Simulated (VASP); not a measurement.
# Hf in VASP: single point with PBE

Aim: the single point of Hf with PBE.

Everything below comes from runs of VASP 6.6.1. Logs are shortened: lines on timing, memory, paths and dates and some standing lists are left out, and cuts for length are marked.

## Step 1: The cell of the first run

The cell holds a slab with vacuum, 12 atoms: a = 6.244 Å, b = 6.244 Å, c = 23.659 Å, α = 90.00°, β = 90.00°, γ = 120.00°.

## Step 2: Single point, PBE

Contents of INCAR:

```
SYSTEM = Hf
PREC = Accurate ; ENCUT = 400
EDIFF = 1E-6 ; ISMEAR = 1
SIGMA = 0.1 ; LREAL = .FALSE.
LASPH = .TRUE. ; NELM = 120
ALGO = Normal ; ISIF = 2
LWAVE = .FALSE. ; LCHARG = .FALSE.
LDIPOL = .TRUE. ; IDIPOL = 3
DIPOL = 0.5 0.5 0.401 ; GGA = PE
NBANDS = 72 ; GGA_COMPAT = .FALSE.
NELMDL = -8
```

Contents of KPOINTS:

```
regular mesh
0
G
  6 6 1
  0 0 0
```

Contents of POSCAR:

```
Hf
1.0
   -0.0000000289      6.2437749321      0.0000000000
   -5.4072676923     -3.1218874911      0.0000000000
    0.0000000000      0.0000000000     23.6589951027
Hf
12
Direct
    0.3333333333      0.1666666667      0.2958705545
    0.3333333333      0.6666666667      0.2958705545
    0.8333333333      0.1666666667      0.2958705545
    0.8333333333      0.6666666667      0.2958705545
    0.1666666667      0.3333333333      0.3991708021
    0.1706783370      0.8370135678      0.3985302215
    0.6663352308      0.3293216630      0.3985302215
    0.6629864322      0.8336647692      0.3985302215
    0.3358313245      0.1716672965      0.5081022097
    0.3283327035      0.6641640280      0.5081022097
    0.8358359720      0.1641686755      0.5081022097
    0.8333333333      0.6666666667      0.5046668095
```

Potentials or basis: VASP PAW PBE potentials, release 64 (Hf_pv).

Command:

```sh
$ cat potpaw_PBE.64/Hf_pv/POTCAR > POTCAR
$ mpirun -np 1 vasp_std > vasp.out
```

OUTCAR:

```text
SYSTEM = Hf
   PREC = Accurate
   ENCUT = 400
   EDIFF = 1E-6
   ISMEAR = 1
   LREAL = .FALSE.
   LASPH = .TRUE.
   NELM = 120
   ISIF = 2
   GGA = PE
   NELMDL = -8

 ion  position               nearest neighbor table
   1  0.333  0.167  0.296-   6 3.01   7 3.02   5 3.04   3 3.12   3 3.12   4 3.12   4 3.12   2 3.12
                             2 3.12
   2  0.333  0.667  0.296-   8 3.01   6 3.02   5 3.04   4 3.12   4 3.12   3 3.12   3 3.12   1 3.12
                             1 3.12
   3  0.833  0.167  0.296-   7 3.01   8 3.02   5 3.04   1 3.12   1 3.12   2 3.12   2 3.12   4 3.12
                             4 3.12
   4  0.833  0.667  0.296-   8 3.04   6 3.04   7 3.04   2 3.12   2 3.12   1 3.12   1 3.12   3 3.12
                             3 3.12
   5  0.167  0.333  0.399-   1 3.04   3 3.04   2 3.04   6 3.11   8 3.11   7 3.11   7 3.13   8 3.13
                             6 3.13   9 3.14  11 3.14  10 3.14
   6  0.171  0.837  0.399-   1 3.01   2 3.02   4 3.04   8 3.08   7 3.08  12 3.10   5 3.11   5 3.13
                            10 3.15   8 3.16   7 3.16   9 3.16
   7  0.666  0.329  0.399-   3 3.01   1 3.02   4 3.04   6 3.08   8 3.08  12 3.10   5 3.11   5 3.13
                             9 3.15   6 3.16   8 3.16  11 3.16
   8  0.663  0.834  0.399-   2 3.01   3 3.02   4 3.04   6 3.08   7 3.08  12 3.10   5 3.11   5 3.13
                            11 3.15   6 3.16   7 3.16  10 3.16
   9  0.336  0.172  0.508-  11 3.10  10 3.10  12 3.10   5 3.14  11 3.15  10 3.15  12 3.15   7 3.15
                             6 3.16
  10  0.328  0.664  0.508-  11 3.10   9 3.10  12 3.10   5 3.14  11 3.15   9 3.15  12 3.15   6 3.15
                             8 3.16
  11  0.836  0.164  0.508-   9 3.10  10 3.10  12 3.10   5 3.14   9 3.15  10 3.15  12 3.15   8 3.15
                             7 3.16
  12  0.833  0.667  0.505-  11 3.10   9 3.10  10 3.10   8 3.10   6 3.10   7 3.10  10 3.15   9 3.15
                            11 3.15

  LATTYP: Found a hexagonal cell.
 ALAT       =     6.2437749321
 C/A-ratio  =     3.7892133141

  Lattice vectors:

 A1 = (  -0.0000000289,   6.2437749321,   0.0000000000)
 A2 = (  -5.4072676923,  -3.1218874911,   0.0000000000)
 A3 = (   0.0000000000,   0.0000000000,  23.6589951027)

Analysis of symmetry for initial positions (statically):
=====================================================================
 Subroutine PRICEL returns:
 Original cell was already a primitive cell.

 Routine SETGRP: Setting up the symmetry group for a
 hexagonal supercell.

 Subroutine GETGRP returns: Found  3 space group operations
 (whereof  1 operations were pure point group operations)
 out of a pool of 24 trial point group operations.

The static configuration has the point symmetry C_1 .
 The point group associated with its full space group is C_3 .

Analysis of symmetry for dynamics (positions and initial velocities):
=====================================================================
 Subroutine PRICEL returns:
 Original cell was already a primitive cell.

 Routine SETGRP: Setting up the symmetry group for a
 hexagonal supercell.

 Subroutine GETGRP returns: Found  3 space group operations
 (whereof  1 operations were pure point group operations)
 out of a pool of 24 trial point group operations.

The dynamic configuration has the point symmetry C_1 .
 The point group associated with its full space group is C_3 .

 Subroutine INISYM returns: Found  3 space group operations
 (whereof  1 operations are pure point group operations),
 and found     1 'primitive' translations

----------------------------------------------------------------------------------------

                                     Primitive cell

  volume of cell :     798.7694

  direct lattice vectors                    reciprocal lattice vectors
    -0.000000029  6.243774932  0.000000000    -0.092468143  0.160159520  0.000000000
    -5.407267692 -3.121887491  0.000000000    -0.184936285 -0.000000001  0.000000000
     0.000000000  0.000000000 23.658995103     0.000000000  0.000000000  0.042267222

  length of vectors
     6.243774932  6.243774932 23.658995103     0.184936285  0.184936285  0.042267222

  position of ions in fractional coordinates (direct lattice)
     0.333333333  0.166666667  0.295870554
     0.333333333  0.666666667  0.295870554
     0.833333333  0.166666667  0.295870554
     0.833333333  0.666666667  0.295870554
     0.166666667  0.333333333  0.399170802
     0.170678337  0.837013568  0.398530222
     0.666335231  0.329321663  0.398530222
     0.662986432  0.833664769  0.398530222
     0.335831324  0.171667296  0.508102210
     0.328332704  0.664164028  0.508102210
     0.835835972  0.164168676  0.508102210
     0.833333333  0.666666667  0.504666810

  ion indices of the primitive-cell ions
   primitive index   ion index
                 1           1
                 2           2
                 3           3
                 4           4
                 5           5
                 6           6
                 7           7
                 8           8
                 9           9
                10          10
                11          11
                12          12

----------------------------------------------------------------------------------------

 KPOINTS: regular mesh

Automatic generation of k-mesh.
 Grid dimensions read from file:
 generate k-points for:    6    6    1

 Generating k-lattice:

  Cartesian coordinates                     Fractional coordinates (reciprocal lattice)
    -0.015411357  0.026693253  0.000000000     0.166666667 -0.000000000  0.000000000
    -0.030822714 -0.000000000  0.000000000     0.000000000  0.166666667  0.000000000
     0.000000000  0.000000000  0.042267222     0.000000000  0.000000000  1.000000000

  Length of vectors
     0.030822714  0.030822714  0.042267222

  Shift w.r.t. Gamma in fractional coordinates (k-lattice)
     0.000000000  0.000000000  0.000000000

 Subroutine IBZKPT returns following result:
 ===========================================

 Found      8 irreducible k-points:

 Following reciprocal coordinates:
            Coordinates               Weight
  0.000000  0.000000  0.000000      1.000000
  0.166667 -0.000000  0.000000      6.000000
  0.333333 -0.000000  0.000000      6.000000
  0.500000 -0.000000  0.000000      3.000000
  0.166667  0.166667  0.000000      6.000000
  0.333333  0.166667  0.000000      6.000000
 -0.333333  0.500000  0.000000      6.000000
  0.333333  0.333333  0.000000      2.000000
   k-points           NKPTS =      8   k-points in BZ     NKDIM =      8   number of bands    NBANDS=     72
   number of dos      NEDOS =    301   number of ions     NIONS =     12
   total plane-waves  NPLWV = 282240
   dimension x,y,z NGX =    42 NGY =   42 NGZ =  160
   dimension x,y,z NGXF=    84 NGYF=   84 NGZF=  320
   ions per type =              12
   NGX,Y,Z   is equivalent  to a cutoff of  11.18, 11.18, 11.24 a.u.
   NGXF,Y,Z  is equivalent  to a cutoff of  22.37, 22.37, 22.49 a.u.
 SYSTEM =  Hf
   PREC   = accura    normal or accurate (medium, high low for compatibility)
   ISTART =      0    job   : 0-new  1-cont  2-samecut
   ICHARG =      2    charge: 1-file 2-atom 10-const
   ISPIN  =      1    spin polarized calculation?
   LNONCOLLINEAR =      F non collinear calculations
   LSORBIT =      F    spin-orbit coupling
   LASPH  =      T    aspherical Exc in radial PAW
   ENCUT  =  400.0 eV  29.40 Ry    5.42 a.u.  10.18 10.18 38.58*2*pi/ulx,y,z
   NELM   =    120;   NELMIN=  2; NELMDL= -8     # of ELM steps
   EDIFF  = 0.1E-05   stopping-criterion for ELM
   LREAL  =      F    real-space projection
   EDIFFG = 0.1E-04   stopping-criterion for IOM
   NSW    =      0    number of steps for IOM
   IBRION =     -1    ionic relax: 0-MD 1-quasi-New 2-CG
   NFREE  =      0    steps in history (QN), initial steepest desc. (CG)
   ISIF   =      2    stress and relaxation
   ISYM   =      2    0-nonsym 1-usesym 2-fastsym
   POTIM  = 0.5000    time-step for ionic-motion
   TEBEG  =    0.0;   TEEND  =   0.0 temperature during run
   PSTRESS=    0.0 pullay stress
   NELECT =     120.0000    total number of electrons
   NUPDOWN=      -1.0000    fix difference up-down
   EMIN   =  10.00;   EMAX   =-10.00  energy-range for DOS
   EFERMI =   0.00;   METHOD = LEGACY
   ISMEAR =     1;   SIGMA  =   0.10  broadening in eV -4-tet -1-fermi 0-gaus
   EFERMI_NEDOS =   21; number of points for ismear=-14 and -15
   IALGO  =     38    algorithm
   IMIX   =      4    mixing-type and parameters
     AMIX     =   0.40;   BMIX     =  1.00
     AMIX_MAG =   1.60;   BMIX_MAG =  1.00
  volume/ion in A,a.u.               =      66.56       449.20
  Fermi-wavevector in a.u.,A,eV,Ry     =   0.870285  1.644600 10.304995  0.757396
  Thomas-Fermi vector in A             =   1.989228
   LORBIT       =      0    0 simple, 1 ext, 2 COOP (PROOUT), +10 PAW based schemes
   GGA     = PE    functional components
   LHFCALC =     F    Hartree Fock is set to
   AEXX    =    0.0000 exact exchange contribution
   IVDW    =     0    specifies the selected vdW correction
   LEPSILON=     F    determine dielectric tensor
   LRPA    =     F    only Hartree local field effects (RPA)
 non-spin polarized calculation
 Methfessel and Paxton  Order N= 1 SIGMA  =   0.10
  energy-cutoff  :      400.00
  volume of cell :      798.77
 maximum number of plane-waves:     14580
 NGX is ok and might be reduce to    42
   NGX = 21   NGY = 21   NGZ = 77

 dipolmoment           0.000000      0.000000      0.007490 electrons x Angstroem

 number of electron     120.0000033 magnetization

 dipolmoment           0.000000      0.000000     -0.024737 electrons x Angstroem

 Free energy of the ion-electron system (eV)
  ---------------------------------------------------
  ext. energy  EPLUGINS =         0.00000000
  ---------------------------------------------------
  free energy    TOTEN  =      -111.30660187 eV

  energy without entropy =     -111.30233356  energy(sigma->0) =     -111.30517910

 E-fermi :  -1.1468     XC(G=0):  -4.5803

 val. band max:       -1.1545353439   @ k =   0.1667   0.1667   0.0000
 cond. band min:      -1.1444563790   @ k =   0.1667  -0.0000   0.0000
 fundamental gap:      0.0100789649
 Fermi energy:        -1.1467802665

 k-point     1 :       0.0000    0.0000    0.0000
  band No.  band energies     occupation
      1     -32.1257      2.00000
      2     -32.1115      2.00000
      3     -32.1115      2.00000
      4     -32.0722      2.00000
      5     -32.0722      2.00000
      6     -32.0712      2.00000
[... 64 lines left out ...]
     71       0.3952     -0.00000
     72       0.4945     -0.00000

 k-point     2 :       0.1667   -0.0000    0.0000
  band No.  band energies     occupation
      1     -32.0983      2.00000
      2     -32.0858      2.00000
      3     -32.0726      2.00000
      4     -32.0473      2.00000
      5     -32.0462      2.00000
      6     -32.0298      2.00000
[... 64 lines left out ...]
     71       0.2396     -0.00000
     72       0.2965     -0.00000

 k-point     3 :       0.3333   -0.0000    0.0000
  band No.  band energies     occupation
      1     -32.0373      2.00000
      2     -32.0233      2.00000
      3     -31.9922      2.00000
      4     -31.9855      2.00000
      5     -31.9834      2.00000
      6     -31.9659      2.00000
[... 364 lines left out ...]
     71      -0.1290     -0.00000
     72      -0.0953     -0.00000

 k-point     8 :       0.3333    0.3333    0.0000
  band No.  band energies     occupation
      1     -31.9338      2.00000
      2     -31.9275      2.00000
      3     -31.9252      2.00000
      4     -31.9169      2.00000
      5     -31.8975      2.00000
      6     -31.8673      2.00000
[... 64 lines left out ...]
     71      -0.0935     -0.00000
     72      -0.0375     -0.00000

------------------------ aborting loop because EDIFF is reached ----------------------------------------

 vacuum level on the upper side and lower side of the slab       (xc-potential included)        -0.264        -0.128

  FORCE on cell =-STRESS in cart. coord.  units (eV):
  Direction    XX          YY          ZZ          XY          YZ          ZX
  --------------------------------------------------------------------------------------
  -------------------------------------------------------------------------------------
  Total       -0.3976239     -0.3976239     -1.6224747      0.0000000     -0.0000000      0.0000000
  in kB       -0.7975569     -0.7975569     -3.2543713      0.0000000     -0.0000000      0.0000000
  external PRESSURE =      -1.6164950 kB  Pullay stress =       0.0000000 kB

 VOLUME and BASIS-vectors are now :
 -----------------------------------------------------------------------------
  energy-cutoff  :      400.00
  volume of cell :      798.77
      direct lattice vectors                 reciprocal lattice vectors
    -0.000000029  6.243774932  0.000000000    -0.092468143  0.160159520  0.000000000
    -5.407267692 -3.121887491  0.000000000    -0.184936285 -0.000000001  0.000000000
     0.000000000  0.000000000 23.658995103     0.000000000  0.000000000  0.042267222

 POSITION                                       TOTAL-FORCE (eV/Angst)
 -----------------------------------------------------------------------------------
     -0.90121      1.56094      7.00000        -0.024372     -0.003722     -0.118979
     -3.60485     -0.00000      7.00000         0.015409     -0.019245     -0.118979
     -0.90121      4.68283      7.00000         0.008962      0.022967     -0.118979
     -3.60485      3.12189      7.00000        -0.000000     -0.000000     -0.122581
     -1.80242     -0.00000      9.44398        -0.000000     -0.000000      0.391877
     -4.52596     -1.54739      9.42882         0.110252     -0.144459      0.371084
     -1.78073      3.13234      9.42882        -0.180231     -0.023251      0.371084
     -4.50785      1.53693      9.42882         0.069979      0.167710      0.371084
     -0.92825      1.56093     12.02119         0.111792     -0.006972     -0.326428
     -3.59131     -0.02341     12.02119        -0.049858      0.100301     -0.326428
     -0.88770      4.70626     12.02119        -0.061934     -0.093329     -0.326428
     -3.60485      3.12189     11.93991         0.000000     -0.000000     -0.046324
 -----------------------------------------------------------------------------------
    total drift:                                0.000000      0.000000     -0.001537

  FREE ENERGIE OF THE ION-ELECTRON SYSTEM (eV)
  ---------------------------------------------------
  free  energy   TOTEN  =      -111.3066018722 eV

  energy  without entropy=     -111.3023335620  energy(sigma->0) =     -111.30517910

 vacuum level on the upper side and lower side of the slab         2.905         3.041
```

Wall time 31 min (1 thread of Oxide Virtual Turin-like, shared host); peak memory 0.63 GiB.

What came out:

```yaml
Free_energy: -111.3066 eV
Largest_force: 0.413 eV/Å
Band_gap_on_the_k_mesh: zero (bands 60 and 61 overlap by 0.74 eV)
```

Forces in eV/Å, atoms in the order of the input:
```
Hf  -0.024 -0.004 -0.119
Hf   0.015 -0.019 -0.119
Hf   0.009  0.023 -0.119
Hf   0.000  0.000 -0.123
Hf   0.000  0.000  0.392
Hf   0.110 -0.144  0.371
Hf  -0.180 -0.023  0.371
Hf   0.070  0.168  0.371
Hf   0.112 -0.007 -0.326
Hf  -0.050  0.100 -0.326
Hf  -0.062 -0.093 -0.326
Hf   0.000  0.000 -0.046
```

Levels at points of the mesh, in eV from the Fermi level:
```tsv
k point	band 56	band 57	band 58	band 59	band 60	band 61	band 62	band 63	band 64	band 65
(0.00, 0.00, 0.00)	-0.02	0.01	0.01	0.03	0.60	0.92	0.92	0.92	1.20	1.34
(0.50, 0.00, 0.00)	-0.70	-0.42	-0.40	-0.37	-0.33	-0.11	-0.06	0.03	0.05	0.28
```

Caveat: spin-orbit coupling is left out, which moves the levels of the heavy elements.
